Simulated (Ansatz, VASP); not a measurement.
## BN: VASP beside Ansatz

```
B N
1.0
     2.50098    0.00000    0.00000
    -1.25049    2.16591    0.00000
     0.00000    0.00000    6.87416
B N
2 2
Direct
  0.33333 0.66667 0.25000
  0.66667 0.33333 0.75000
  0.37366 0.55648 0.75000
  0.66667 0.33333 0.25000
```

Alike in both runs: task single point; functional r2SCAN; k mesh 12 × 12 × 4; occupations gaussian, width 0.05 eV; no spin polarisation.

|  | VASP | Ansatz |
| --- | --- | --- |
| version | VASP 6.6.1 | Ansatz 0.2.0 |
| potentials or method | VASP PAW PBE potentials, release 64 (B, N), cutoff 520 eV | scalar-relativistic, plane waves, PAW |
| valence electrons in the cell | 16 | 16 |

Ansatz gave:

| Property | Result |
| --- | --- |
| gap on the k mesh at the Fermi level (eV) | 2.75 |
| least direct gap on the mesh (eV) | 3.76 |
| rms of the force components (eV/Å) | 10.184 |

Which values does VASP return?

gap on the k mesh at the Fermi level (eV): 2.76; least direct gap on the mesh (eV): 3.74; rms of the force components (eV/Å): 10.305.

VASP's potentials were made for PBE, not for r2SCAN. Atom by atom the forces differ by 0.122 eV/Å (rms over components).
